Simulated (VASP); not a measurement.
Ru:

```
CELL_PARAMETERS angstrom
2.67753 0.00000 0.00000
-1.33877 2.31881 0.00000
0.00000 0.00000 4.21813
ATOMIC_POSITIONS crystal
Ru 0.33333 0.66667 0.25000
Ru 0.66667 0.33333 0.75000
```

Program: VASP 6.6.1. Alike in all runs: task single point; level LDA; potentials or basis VASP PAW LDA potentials, release 64 (Ru_pv); no spin polarisation; cell as given; cutoff (eV) 520.

Order these runs on this cell by their pressure, lowest first.
A. k mesh 13 × 13 × 8; smearing gaussian 1 eV
B. k mesh 13 × 13 × 8; smearing fermi-dirac 0.3 eV
C. k mesh 13 × 13 × 8; smearing fermi-dirac 0.6 eV
D. k mesh 13 × 13 × 8; smearing fermi-dirac 1 eV
E. k mesh 22 × 22 × 12; smearing fermi-dirac 0.1 eV

E (1.0 GPa), B (3.3 GPa), A (5.2 GPa), C (12.2 GPa), D (30.0 GPa).

Caveats: the cell stands under pressure (at least some runs); so wide a smearing shifts energies and pressures (at least some runs).
